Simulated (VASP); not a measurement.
A run of VASP 6.6.1 is set up as follows.

The input INCAR:

```
SYSTEM = SnPb3S4
PREC     = Accurate       ! precision mode
ENCUT    = 520            ! plane-wave cutoff, eV
EDIFF    = 1E-6           ! SCF threshold, eV
ISMEAR   = 0              ! smearing method
SIGMA    = 0.2            ! smearing width, eV
LREAL    = .False.        ! projectors in reciprocal space
LASPH    = .True.         ! aspherical terms in the spheres
NELM     = 100            ! most SCF steps
ALGO     = Normal         ! electronic algorithm
ISIF     = 2              ! what is computed and relaxed
LWAVE    = .False.        ! write WAVECAR
LCHARG   = .False.        ! write CHGCAR
GGA      = PE             ! functional
NBANDS   = 50             ! bands
```

Contents of KPOINTS:

```
Automatic mesh
0
Gamma
  4 4 4
  0 0 0
```

The input POSCAR:

```
SnPb3S4
1.0
    6.0054884814      0.0112562512      0.0120860423
    0.0109096345      6.0056217838     -0.0129806059
    0.0117775464     -0.0130279071      6.0053035615
Sn Pb S
1 3 4
Direct
   -0.0162459844      0.0159869845      0.0160965188
    0.4970318588      0.5026538203      0.0056981431
   -0.0060767044      0.5029378032      0.5023845603
    0.4968399149      0.0059043533      0.5026020964
   -0.0037708716      0.0041366064      0.4660772697
    0.5334860024      0.0041966684      0.0043663313
   -0.0037128128      0.4662337540      0.0046777676
    0.5024485971      0.4979500097      0.4980973128
```

Potentials or basis: VASP PAW PBE potentials, release 64 (Sn_d, Pb_d, S).

Launch:

```console
$ cat potpaw_PBE.64/Sn_d/POTCAR potpaw_PBE.64/Pb_d/POTCAR potpaw_PBE.64/S/POTCAR > POTCAR
$ mpirun -np 1 vasp_std > vasp.out
```

Q: What does it give for the band gap on the k mesh?

A: 0.17 eV.

Q: What does it give for the pressure?

A: -0.1 GPa.

Q: Predict the largest force.

A: 0.016 eV/Å.

Stress tensor (GPa, compression positive):
```
-0.07  0.05  0.05
 0.05 -0.07 -0.05
 0.05 -0.05 -0.06
```

Caveat: spin-orbit coupling is left out, which moves the levels of the heavy elements. A k mesh can miss the band edges.
